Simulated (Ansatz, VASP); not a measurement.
## Two plane-wave programs on SrVO3

```
CELL_PARAMETERS angstrom
3.90296 0.00000 0.00000
0.00000 3.90296 0.00000
0.00000 0.00000 3.90296
ATOMIC_POSITIONS crystal
Sr 0.50000 0.50000 0.50000
V 0.00000 0.00000 0.00000
O 0.50000 0.00000 0.00000
O 0.00000 0.50000 0.00000
O 0.00000 0.00000 0.50000
```

Alike in both runs: task single point; functional PBE; k mesh 6 × 6 × 6; occupations gaussian, width 0.05 eV; collinear spin; Hubbard terms V d U = 3.25 eV.

```csv
,VASP,Ansatz
version,VASP 6.6.1,Ansatz 0.2.0
potentials or method,"VASP PAW PBE potentials, release 64 (Sr_sv, V_sv, O), cutoff 520 eV","scalar-relativistic, plane waves, PAW"
valence electrons in the cell,41,41
```

VASP gave:

```
gap on the k mesh at the Fermi level (eV)                     : none
pressure (GPa)                                                : -0.6
net moment per atom (μB)                                      : 0.20
size of the moment on the site where the two differ most (μB) : 1.13
```

Task: Estimate Ansatz's values.

Result: gap on the k mesh at the Fermi level (eV): none; pressure (GPa): -1.3; net moment per atom (μB): 0.20; size of the moment on the site where the two differ most (μB): 0.86.

Site moments also hang on the region over which each program counts them. The programs project onto different local orbitals, so the same U acts differently, and such runs can settle in different states. A gap of «none» marks a metal or a gap that the smearing closes. Ansatz's warnings: filled band counts differ across k points, symmetry narrowed by occupation matrices.
